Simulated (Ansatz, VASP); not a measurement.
## ScAl2: VASP beside Ansatz

Contents of INCAR:

```
SYSTEM = ScAl2
ALGO     = Normal         ! electronic algorithm
EDIFF    = 1E-7           ! SCF threshold, eV
ENCUT    = 520            ! plane-wave cutoff, eV
GGA      = PS             ! functional
ISIF     = 2              ! what is computed and relaxed
ISMEAR   = 0              ! smearing method
LASPH    = .True.         ! aspherical terms in the spheres
LCHARG   = .False.        ! write CHGCAR
LREAL    = .False.        ! projectors in reciprocal space
LWAVE    = .False.        ! write WAVECAR
NBANDS   = 26             ! bands
NELM     = 60             ! most SCF steps
PREC     = Accurate       ! precision mode
SIGMA    = 0.1            ! smearing width, eV
```

Contents of KPOINTS:

```
k-points
0
Gamma
  8 8 8
  0 0 0
```

The input POSCAR:

```
ScAl2
1.0
    0.0000000000      3.6865767334      3.6865767334
    3.6865767334      0.0000000000      3.6865767334
    3.6865767334      3.6865767334      0.0000000000
Sc Al
2 4
Direct
    0.5000000000      0.5000000000      0.5000000000
    0.7500000000      0.7500000000      0.7500000000
    0.1250000000      0.1250000000      0.1250000000
    0.6250000000      0.1250000000      0.1250000000
    0.1250000000      0.6250000000      0.1250000000
    0.1250000000      0.1250000000      0.6250000000
```

Input for Ansatz:

```yaml
crystal:
  lattice:
    - [0.0, 3.6865767334, 3.6865767334]
    - [3.6865767334, 0.0, 3.6865767334]
    - [3.6865767334, 3.6865767334, 0.0]
  atoms:
    - { symbol: Sc, position: [0.5, 0.5, 0.5] }
    - { symbol: Sc, position: [0.75, 0.75, 0.75] }
    - { symbol: Al, position: [0.125, 0.125, 0.125] }
    - { symbol: Al, position: [0.625, 0.125, 0.125] }
    - { symbol: Al, position: [0.125, 0.625, 0.125] }
    - { symbol: Al, position: [0.125, 0.125, 0.625] }
basis:
  ecutwfc: 420
kpoints:
  mp_grid: { grid: [8, 8, 8] }
hamiltonian:
  xc: pbesol
scf:
  occupations: { method: gaussian, width: 0.1 }
output:
  forces: true
  stress: true
  eigenvalues: true
```

Alike in both runs: task single point; functional PBEsol; k mesh 8 × 8 × 8; occupations gaussian, width 0.1 eV; no spin polarisation.

```csv
,VASP,Ansatz
version,VASP 6.6.1,Ansatz 0.2.0
potentials or method,"VASP PAW PBE potentials, release 64 (Sc_sv, Al), cutoff 520 eV","scalar-relativistic, plane waves, PAW"
valence electrons in the cell,34,34
```

```csv
,VASP,Ansatz,Ansatz less VASP
gap on the k mesh at the Fermi level (eV),none,none,-
pressure (GPa),6.6,6.5,-0.17
```

VASP's potentials were made for PBE, not for PBEsol. A gap of «none» marks a metal or a gap that the smearing closes.
